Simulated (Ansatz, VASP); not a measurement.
**ScH3 in VASP and in Ansatz**

Contents of INCAR:

```
SYSTEM = ScH3
PREC     = Accurate       ! precision mode
ENCUT    = 520            ! plane-wave cutoff, eV
EDIFF    = 1E-6           ! SCF threshold, eV
ISMEAR   = 0              ! smearing method
SIGMA    = 0.05           ! smearing width, eV
LREAL    = .FALSE.        ! projectors in reciprocal space
LASPH    = .TRUE.         ! aspherical terms in the spheres
NELM     = 80             ! most SCF steps
ALGO     = Normal         ! electronic algorithm
ISIF     = 2              ! what is computed and relaxed
LWAVE    = .FALSE.        ! write WAVECAR
LCHARG   = .FALSE.        ! write CHGCAR
GGA      = PS             ! functional
NBANDS   = 15             ! bands
```

Contents of KPOINTS:

```
regular mesh
0
G
  10 10 10
  0 0 0
```

The input POSCAR:

```
ScH3
1.0
    0.0000000000      2.3685070894      2.3685070894
    2.3685070894      0.0000000000      2.3685070894
    2.3685070894      2.3685070894      0.0000000000
Sc H
1 3
Direct
    0.0000000000      0.0000000000      0.0000000000
    0.5000000000      0.5000000000      0.5000000000
    0.2500000000      0.2500000000      0.2500000000
    0.7500000000      0.7500000000      0.7500000000
```

Input for Ansatz:

```yaml
crystal:
  lattice:
    - [0.0, 2.3685070894, 2.3685070894]
    - [2.3685070894, 0.0, 2.3685070894]
    - [2.3685070894, 2.3685070894, 0.0]
  atoms:
    - { symbol: Sc, position: [0.0, 0.0, 0.0] }
    - { symbol: H, position: [0.5, 0.5, 0.5] }
    - { symbol: H, position: [0.25, 0.25, 0.25] }
    - { symbol: H, position: [0.75, 0.75, 0.75] }
basis:
  ecutwfc: 420
  ecutrho_ratio: 4
kpoints:
  mp_grid: { grid: [10, 10, 10] }
hamiltonian:
  xc: pbesol
scf:
  occupations: { method: gaussian, width: 0.05 }
output:
  forces: true
  stress: true
  eigenvalues: true
```

Alike in both runs: task single point; functional PBEsol; k mesh 10 × 10 × 10; occupations gaussian, width 0.05 eV; no spin polarisation.

|  | VASP | Ansatz |
| --- | --- | --- |
| version | VASP 6.6.1 | Ansatz 0.2.0 |
| potentials or method | VASP PAW PBE potentials, release 64 (Sc_sv, H), cutoff 520 eV | scalar-relativistic, plane waves, PAW |
| valence electrons in the cell | 14 | 14 |

```csv
,VASP,Ansatz,Ansatz less VASP
pressure (GPa),-2.1,-2.3,-0.22
```

VASP's potentials were made for PBE, not for PBEsol. The functional is the same, so the differences come from potentials, cutoffs and numerics.
